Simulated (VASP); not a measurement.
# Pd (I4/mmm) in VASP: further runs

Runs on Pd. Level: PBEsol. Tasks: single point.

All numbers are computed with VASP 6.6.1; they aren't measurements. Logs are shortened: lines on timing, memory, paths and dates and some standing lists are left out, and cuts for length are marked.

## Step 1: The cell of the first run

It takes space group I4/mmm (No. 139, tetragonal). The conventional cell has a = 3.099 Å, b = 3.099 Å, c = 3.022 Å, α = 90.00°, β = 90.00°, γ = 90.00°. Pd (site symmetry 4/mmm) has 14 Pd at 2.66 to 3.10 Å within 3.5 Å.

## Step 2: Single point, PBEsol (uniaxial strain along c: -2.0 %)

The input, INCAR:

```
SYSTEM = Pd
ALGO     = Fast           ! electronic algorithm
EDIFF    = 1E-6           ! SCF threshold, eV
ENCUT    = 520            ! plane-wave cutoff, eV
GGA      = PS             ! functional
ISIF     = 2              ! what is computed and relaxed
ISMEAR   = 0              ! smearing method
LASPH    = .True.         ! aspherical terms in the spheres
LCHARG   = .False.        ! write CHGCAR
LREAL    = .False.        ! projectors in reciprocal space
LWAVE    = .False.        ! write WAVECAR
NBANDS   = 17             ! bands
NELM     = 80             ! most SCF steps
PREC     = Accurate       ! precision mode
SIGMA    = 0.1            ! smearing width, eV
```

The input, KPOINTS:

```
k-points
0
Gamma
  14 14 14
  0 0 0
```

The input, POSCAR:

```
Pd
1.0
    3.0990368544      0.0000000000      0.0000000000
    0.0000000000      3.0990368544      0.0000000000
    0.0000000000      0.0000000000      3.0219463854
Pd
2
Direct
    0.0000000000      0.0000000000      0.0000000000
    0.5000000000      0.5000000000      0.5000000000
```

Potentials or basis: VASP PAW PBE potentials, release 64 (Pd).

On the command line:

```bash
$ cat potpaw_PBE.64/Pd/POTCAR > POTCAR
$ mpirun -np 1 vasp_std > vasp.out
```

OUTCAR:

```text
SYSTEM = Pd
   EDIFF = 1E-6
   ENCUT = 520
   GGA = PS
   ISIF = 2
   ISMEAR = 0
   LASPH = .True.
   LREAL = .False.
   NELM = 80
   PREC = Accurate

 ion  position               nearest neighbor table
   1  0.000  0.000  0.000-   2 2.66   2 2.66   2 2.66   2 2.66   2 2.66   2 2.66   2 2.66   2 2.66

   2  0.500  0.500  0.500-   1 2.66   1 2.66   1 2.66   1 2.66   1 2.66   1 2.66   1 2.66   1 2.66

  LATTYP: Found a simple tetragonal cell.
 ALAT       =     3.0990368544
 C/A-ratio  =     0.9751243781

  Lattice vectors:

 A1 = (   3.0990368544,   0.0000000000,   0.0000000000)
 A2 = (   0.0000000000,   3.0990368544,   0.0000000000)
 A3 = (   0.0000000000,   0.0000000000,   3.0219463854)

Analysis of symmetry for initial positions (statically):
=====================================================================
 Subroutine PRICEL returns following result:

  LATTYP: Found a body centered tetragonal cell.
 ALAT       =     3.0990368544
 C/A-ratio  =     0.9751243781

  Lattice vectors:

 A1 = (  -1.5495184272,  -1.5495184272,  -1.5109731927)
 A2 = (   1.5495184272,   1.5495184272,  -1.5109731927)
 A3 = (   1.5495184272,  -1.5495184272,   1.5109731927)

   2 primitive cells build up your supercell.

 Routine SETGRP: Setting up the symmetry group for a
 simple tetragonal supercell.

 Subroutine GETGRP returns: Found 16 space group operations
 (whereof 16 operations were pure point group operations)
 out of a pool of 16 trial point group operations.

The static configuration has the point symmetry D_4h.

Analysis of symmetry for dynamics (positions and initial velocities):
=====================================================================
 Subroutine PRICEL returns following result:

  LATTYP: Found a body centered tetragonal cell.
 ALAT       =     3.0990368544
 C/A-ratio  =     0.9751243781

  Lattice vectors:

 A1 = (  -1.5495184272,  -1.5495184272,  -1.5109731927)
 A2 = (   1.5495184272,   1.5495184272,  -1.5109731927)
 A3 = (   1.5495184272,  -1.5495184272,   1.5109731927)

   2 primitive cells build up your supercell.

 Routine SETGRP: Setting up the symmetry group for a
 simple tetragonal supercell.

 Subroutine GETGRP returns: Found 16 space group operations
 (whereof 16 operations were pure point group operations)
 out of a pool of 16 trial point group operations.

The dynamic configuration has the point symmetry D_4h.

 Subroutine INISYM returns: Found 16 space group operations
 (whereof 16 operations are pure point group operations),
 and found     2 'primitive' translations

----------------------------------------------------------------------------------------

                                     Primitive cell

  volume of cell :      14.5114

  direct lattice vectors                    reciprocal lattice vectors
    -1.549518427 -1.549518427 -1.510973193    -0.000000000 -0.322680900 -0.330912555
     1.549518427  1.549518427 -1.510973193     0.322680900  0.000000000 -0.330912555
     1.549518427 -1.549518427  1.510973193     0.322680900 -0.322680900  0.000000000

  length of vectors
     2.661776606  2.661776606  2.661776606     0.462197017  0.462197017  0.456339705

  position of ions in fractional coordinates (direct lattice)
     0.000000000  0.000000000  0.000000000

  ion indices of the primitive-cell ions
   primitive index   ion index
                 1           1

----------------------------------------------------------------------------------------

 KPOINTS: k-points

Automatic generation of k-mesh.
 Grid dimensions read from file:
 generate k-points for:   14   14   14

 Generating k-lattice:

  Cartesian coordinates                     Fractional coordinates (reciprocal lattice)
     0.023048636  0.000000000  0.000000000     0.071428571  0.000000000  0.000000000
     0.000000000  0.023048636  0.000000000     0.000000000  0.071428571  0.000000000
     0.000000000  0.000000000  0.023636611     0.000000000  0.000000000  0.071428571

  Length of vectors
     0.023048636  0.023048636  0.023636611

[... 57 lines left out ...]
      4       6.7444      2.00000
      5       6.9280      2.00000
      6       7.0467      2.00000
[... 9 lines left out ...]
     16      28.1104      0.00000
     17      28.7400      0.00000

 k-point     4 :       0.2143    0.0000    0.0000
  band No.  band energies     occupation
      1       3.3860      2.00000
      2       4.8854      2.00000
      3       4.9861      2.00000
      4       6.7855      2.00000
      5       6.9642      2.00000
      6       7.2143      2.00000
[... 9 lines left out ...]
     16      27.9828      0.00000
     17      28.4153      0.00000

 k-point     5 :       0.2857    0.0000    0.0000
  band No.  band energies     occupation
      1       3.9772      2.00000
      2       5.1857      2.00000
      3       5.2968      2.00000
      4       6.8638      2.00000
      5       7.0355      2.00000
      6       7.4412      2.00000
[... 9 lines left out ...]
     16      27.8741      0.00000
     17      28.1214      0.00000

 k-point     6 :       0.3571    0.0000    0.0000
  band No.  band energies     occupation
      1       4.6286      2.00000
      2       5.5432      2.00000
      3       5.5862      2.00000
      4       6.9946      2.00000
      5       7.1571      2.00000
      6       7.4334      2.00000
[... 9 lines left out ...]
     16      27.7975      0.00000
     17      27.8720      0.00000
[... 281 lines left out ...]
 k-point    21 :       0.5000    0.1429    0.0000
  band No.  band energies     occupation
      1       5.3957      2.00000
      2       5.3957      2.00000
      3       6.5917      2.00000
      4       6.5917      2.00000
      5       6.9267      2.00000
      6       6.9267      2.00000
[... 9 lines left out ...]
     16      27.2359      0.00000
     17      27.5799      0.00000

 k-point    22 :       0.2143    0.2143    0.0000
  band No.  band energies     occupation
      1       4.0118      2.00000
      2       5.1166      2.00000
      3       5.5367      2.00000
      4       6.4220      2.00000
      5       6.8651      2.00000
      6       7.9830      2.00000
[... 9 lines left out ...]
     16      27.4488      0.00000
     17      28.3422      0.00000

 k-point    23 :       0.2857    0.2143    0.0000
  band No.  band energies     occupation
      1       4.3671      2.00000
      2       5.2147      2.00000
      3       5.9122      2.00000
      4       6.3260      2.00000
      5       7.0476      2.00000
      6       7.5164      2.00000
[... 9 lines left out ...]
     16      27.1509      0.00000
     17      27.8078      0.00000

 k-point    24 :       0.3571    0.2143    0.0000
  band No.  band energies     occupation
      1       4.6830      2.00000
      2       5.2637      2.00000
      3       6.3046      2.00000
      4       6.3068      2.00000
      5       7.1077      2.00000
      6       7.2509      2.00000
[... 9 lines left out ...]
     16      26.8848      0.00000
     17      27.3026      0.00000

 [... further k-points ...]

------------------------ aborting loop because EDIFF is reached ----------------------------------------

  FORCE on cell =-STRESS in cart. coord.  units (eV):
  Direction    XX          YY          ZZ          XY          YZ          ZX
  --------------------------------------------------------------------------------------
  -------------------------------------------------------------------------------------
  Total        0.4040976      0.4040976      0.1773309      0.0000000      0.0000000     -0.0000000
  in kB       22.3077932     22.3077932      9.7893685      0.0000000      0.0000000     -0.0000000
  external PRESSURE =      18.1349850 kB  Pullay stress =       0.0000000 kB

 VOLUME and BASIS-vectors are now :
 -----------------------------------------------------------------------------
  energy-cutoff  :      520.00
  volume of cell :       29.02
      direct lattice vectors                 reciprocal lattice vectors
     3.099036854  0.000000000  0.000000000     0.322680900  0.000000000  0.000000000
     0.000000000  3.099036854  0.000000000     0.000000000  0.322680900  0.000000000
     0.000000000  0.000000000  3.021946385     0.000000000  0.000000000  0.330912555

 POSITION                                       TOTAL-FORCE (eV/Angst)
 -----------------------------------------------------------------------------------
      0.00000      0.00000      0.00000        -0.000000      0.000000     -0.000000
      1.54952      1.54952      1.51097         0.000000     -0.000000      0.000000
 -----------------------------------------------------------------------------------
    total drift:                                0.000000      0.000000     -0.000000

  FREE ENERGIE OF THE ION-ELECTRON SYSTEM (eV)
  ---------------------------------------------------
  free  energy   TOTEN  =       -11.8157454600 eV

  energy  without entropy=      -11.8015600801  energy(sigma->0) =      -11.80865277
```

Wall time 2.2 min (1 thread of Intel Xeon 8259CL, shared host); peak memory 0.23 GiB.

What came out:

```yaml
Free_energy: -11.8157 eV
Pressure: 1.8 GPa
Band_gap_on_the_k_mesh: zero (bands 10 and 11 overlap by 1.12 eV)
```

Stress tensor (GPa, compression positive):
```
2.23 0.00 0.00
0.00 2.23 0.00
0.00 0.00 0.98
```

Caveat: the cell differs from its parent crystal (uniaxial strain along c: -2.0 %); the PAW data sets were made with another functional, which shifts forces and pressure a little.

## Step 3: Single point, PBEsol (uniaxial strain along c: -1.0 %, then relaxed in part)

The input, INCAR:

```
SYSTEM = Pd
PREC = Accurate
ENCUT = 520
EDIFF = 1E-6
ISMEAR = 0
SIGMA = 0.1
LREAL = .False.
LASPH = .True.
NELM = 80
ALGO = Fast
ISIF = 2
LWAVE = .False.
LCHARG = .False.
GGA = PS
NBANDS = 17
```

The input, KPOINTS:

```
Automatic mesh
0
Gamma
  14 14 14
  0 0 0
```

The input, POSCAR:

```
Pd
1.0
    3.1024797274      0.0000000000      0.0000000000
    0.0000000000      3.1024797274      0.0000000000
    0.0000000000      0.0000000000      3.0527825730
Pd
2
Direct
    0.0000000000      0.0000000000      0.0000000000
    0.5000000000      0.5000000000      0.5000000000
```

Potentials or basis: VASP PAW PBE potentials, release 64 (Pd).

On the command line:

```bash
$ cat potpaw_PBE.64/Pd/POTCAR > POTCAR
$ mpirun -np 1 vasp_std > vasp.out
```

Run time: 2 min. Hardware: 1 thread of Intel Xeon 8259CL, shared host; peak memory 0.23 GiB.

The run converged. Its results:

```yaml
Free_energy: -11.8160 eV
Pressure: -0.7 GPa
Band_gap_on_the_k_mesh: zero (bands 10 and 11 overlap by 1.09 eV)
```

Stress tensor (GPa, compression positive):
```
-0.38  0.00  0.00
 0.00 -0.38  0.00
 0.00  0.00 -1.24
```

Levels at points of the mesh, in eV from the Fermi level:
| k point | band 7 | band 8 | band 9 | band 10 | band 11 | band 12 | band 13 | band 14 |
| --- | --- | --- | --- | --- | --- | --- | --- | --- |
| (0.00, 0.00, 0.00) | -1.02 | -0.89 | 0.23 | 0.23 | 0.26 | 9.01 | 9.01 | 9.52 |
| (0.50, 0.00, 0.00) | -2.28 | -2.28 | -1.48 | -1.48 | 0.63 | 0.63 | 16.78 | 16.78 |
| (0.50, 0.50, 0.00) | -0.75 | -0.75 | 0.62 | 0.62 | 1.23 | 1.23 | 7.84 | 7.84 |
| (0.00, 0.00, 0.50) | -2.38 | -2.38 | -1.53 | -1.53 | 0.84 | 0.84 | 16.89 | 16.89 |
| (0.50, 0.00, 0.50) | -0.67 | -0.67 | 0.64 | 0.64 | 1.35 | 1.35 | 8.02 | 8.02 |
| (0.50, 0.50, 0.50) | -0.69 | -0.69 | -0.62 | -0.62 | 8.83 | 8.83 | 9.43 | 9.43 |

Caveat: the cell differs from its parent crystal (uniaxial strain along c: -1.0 %, then relaxed in part); the PAW data sets were made with another functional, which shifts forces and pressure a little.

## Step 4: Single point, PBEsol (uniaxial strain along c: -1.0 %)

The input, INCAR:

```
ALGO = Fast
EDIFF = 1E-6
ENCUT = 520
GGA = PS
ISIF = 2
ISMEAR = 0
LASPH = True
LCHARG = True
LELF = True
LREAL = False
LVHAR = True
LWAVE = False
NBANDS = 17
NELM = 80
PREC = Accurate
SIGMA = 0.1
```

The input, KPOINTS:

```
k-points
0
Gamma
  14 14 14
```

The input, POSCAR:

```
Pd
1.0
    3.0913278075      0.0000000000      0.0000000000
    0.0000000000      3.0913278075      0.0000000000
    0.0000000000      0.0000000000      3.0527825730
Pd
2
Direct
    0.0000000000      0.0000000000      0.0000000000
    0.5000000000      0.5000000000      0.5000000000
```

On the command line:

```bash
$ cat potpaw_PBE.64/Pd/POTCAR > POTCAR
$ mpirun -np 1 vasp_std > vasp.out
```

Wall time 2.1 min (1 thread of Intel Xeon 8259CL, shared host); peak memory 0.23 GiB.

It converged, with:

| Quantity | Value |
| --- | --- |
| Free energy | -11.8155 eV |
| Pressure | 0.8 GPa |
| Band gap on the k mesh | zero (bands 10 and 11 overlap by 1.10 eV) |

Stress tensor (GPa, compression positive):
```
1.02 0.00 0.00
0.00 1.02 0.00
0.00 0.00 0.29
```

Levels at points of the mesh, in eV from the Fermi level:
```tsv
k point	band 7	band 8	band 9	band 10	band 11	band 12	band 13	band 14
(0.00, 0.00, 0.00)	-1.02	-0.91	0.23	0.23	0.26	9.07	9.07	9.47
(0.50, 0.00, 0.00)	-2.32	-2.32	-1.50	-1.50	0.65	0.65	16.91	16.91
(0.50, 0.50, 0.00)	-0.75	-0.75	0.63	0.63	1.24	1.24	7.93	7.93
(0.00, 0.00, 0.50)	-2.40	-2.40	-1.54	-1.54	0.82	0.82	16.97	16.97
(0.50, 0.00, 0.50)	-0.69	-0.69	0.65	0.65	1.33	1.33	8.06	8.06
(0.50, 0.50, 0.50)	-0.69	-0.69	-0.64	-0.64	8.88	8.88	9.50	9.50
```

Caveat: the cell differs from its parent crystal (uniaxial strain along c: -1.0 %); the PAW data sets were made with another functional, which shifts forces and pressure a little.

## Step 5: Single point, PBEsol (uniaxial strain along c: +1.0 %, then relaxed in part)

The input, INCAR:

```
PREC = Accurate
ENCUT = 520
EDIFF = 1E-6
ISMEAR = 0
SIGMA = 0.1
LREAL = F
LASPH = T
NELM = 100
ALGO = Fast
ISIF = 2
LWAVE = F
LCHARG = F
GGA = PS
NBANDS = 17
```

The input, KPOINTS:

```
regular mesh
0
Gamma
  14 14 14
```

The input, POSCAR:

```
Pd
1.0
    3.0662350613      0.0000000000      0.0000000000
    0.0000000000      3.0662350613      0.0000000000
    0.0000000000      0.0000000000      3.1144549482
Pd
2
Direct
    0.0000000000      0.0000000000      0.0000000000
    0.5000000000      0.5000000000      0.5000000000
```

On the command line:

```bash
$ cat potpaw_PBE.64/Pd/POTCAR > POTCAR
$ mpirun -np 1 vasp_std > vasp.out
```

Run time: 2.3 min. Hardware: 1 thread of Intel Xeon 8259CL, shared host; peak memory 0.23 GiB.

It converged, with:

```yaml
Free_energy: -11.8163 eV
Pressure: 0.0 GPa
Band_gap_on_the_k_mesh: zero (bands 10 and 11 overlap by 1.11 eV)
```

Stress tensor (GPa, compression positive):
```
-0.35  0.00  0.00
 0.00 -0.35  0.00
 0.00  0.00  0.79
```

Levels at points of the mesh, in eV from the Fermi level:
| k point | band 7 | band 8 | band 9 | band 10 | band 11 | band 12 | band 13 | band 14 |
| --- | --- | --- | --- | --- | --- | --- | --- | --- |
| (0.00, 0.00, 0.00) | -1.03 | -0.89 | 0.22 | 0.25 | 0.25 | 8.86 | 9.35 | 9.35 |
| (0.50, 0.00, 0.00) | -2.34 | -2.34 | -1.52 | -1.52 | 0.77 | 0.77 | 16.81 | 16.81 |
| (0.50, 0.50, 0.00) | -0.67 | -0.67 | 0.65 | 0.65 | 1.38 | 1.38 | 8.10 | 8.10 |
| (0.00, 0.00, 0.50) | -2.32 | -2.32 | -1.48 | -1.48 | 0.56 | 0.56 | 17.06 | 17.06 |
| (0.50, 0.00, 0.50) | -0.72 | -0.72 | 0.63 | 0.63 | 1.27 | 1.27 | 7.93 | 7.93 |
| (0.50, 0.50, 0.50) | -0.69 | -0.69 | -0.63 | -0.63 | 8.86 | 8.86 | 9.50 | 9.50 |

Caveat: the cell differs from its parent crystal (uniaxial strain along c: +1.0 %, then relaxed in part); the PAW data sets were made with another functional, which shifts forces and pressure a little.

## Step 6: Single point, PBEsol (uniaxial strain along c: +2.0 %, then relaxed in part)

The input, INCAR:

```
SYSTEM = Pd
ALGO = Fast
EDIFF = 1E-6
ENCUT = 520
GGA = PS
ISIF = 2
ISMEAR = 0
LASPH = .True.
LCHARG = .False.
LREAL = .False.
LWAVE = .False.
NBANDS = 17
NELM = 80
PREC = Accurate
SIGMA = 0.1
```

The input, KPOINTS:

```
k-points
0
Gamma
  14 14 14
  0 0 0
```

The input, POSCAR:

```
Pd
1.0
    3.0484537198      0.0000000000      0.0000000000
    0.0000000000      3.0484537198      0.0000000000
    0.0000000000      0.0000000000      3.1452911358
Pd
2
Direct
    0.0000000000      0.0000000000      0.0000000000
    0.5000000000      0.5000000000      0.5000000000
```

Potentials or basis: VASP PAW PBE potentials, release 64 (Pd).

On the command line:

```bash
$ cat potpaw_PBE.64/Pd/POTCAR > POTCAR
$ mpirun -np 1 vasp_std > vasp.out
```

It took 2.2 min on 1 thread of Intel Xeon 8259CL, shared host; peak memory 0.23 GiB.

Results (log left out):

```
Free energy            : -11.8193 eV
Pressure               : 0.3 GPa
Band gap on the k mesh : zero (bands 10 and 11 overlap by 1.12 eV)
```

Stress tensor (GPa, compression positive):
```
-0.34  0.00  0.00
 0.00 -0.34  0.00
 0.00  0.00  1.67
```

Levels at points of the mesh, in eV from the Fermi level:
```csv
k point,band 7,band 8,band 9,band 10,band 11,band 12,band 13,band 14
"(0.00, 0.00, 0.00)",-1.10,-0.84,0.20,0.26,0.26,8.55,9.53,9.53
"(0.50, 0.00, 0.00)",-2.32,-2.32,-1.53,-1.53,0.85,0.85,16.60,16.60
"(0.50, 0.50, 0.00)",-0.63,-0.63,0.67,0.67,1.46,1.46,8.23,8.23
"(0.00, 0.00, 0.50)",-2.28,-2.28,-1.45,-1.45,0.43,0.43,17.11,17.11
"(0.50, 0.00, 0.50)",-0.71,-0.71,0.62,0.62,1.24,1.24,7.90,7.90
"(0.50, 0.50, 0.50)",-0.72,-0.72,-0.59,-0.59,8.89,8.89,9.47,9.47
```

Caveat: the cell differs from its parent crystal (uniaxial strain along c: +2.0 %, then relaxed in part); the PAW data sets were made with another functional, which shifts forces and pressure a little.

## Step 7: Summary

| cell | gap on the mesh (eV) | pressure (GPa) |
| --- | --- | --- |
| a = 3.099, b = 3.099, c = 3.022 Å, 2 atoms | none | 1.8 |
| a = 3.102, b = 3.102, c = 3.053 Å, 2 atoms | none | -0.7 |
| a = 3.091, b = 3.091, c = 3.053 Å, 2 atoms | none | 0.8 |
| a = 3.066, b = 3.066, c = 3.114 Å, 2 atoms | none | 0.0 |
| a = 3.048, b = 3.048, c = 3.145 Å, 2 atoms | none | 0.3 |

Alike in all rows: task single point; level PBEsol; potentials or basis VASP PAW PBE potentials, release 64 (Pd); no spin polarisation; k mesh 14 × 14 × 14; cutoff (eV) 520; smearing gaussian 0.1 eV.

Caveats: the PAW data sets were made with another functional, which shifts forces and pressure a little.

Absolute energies hang on the potentials; compare differences alone.
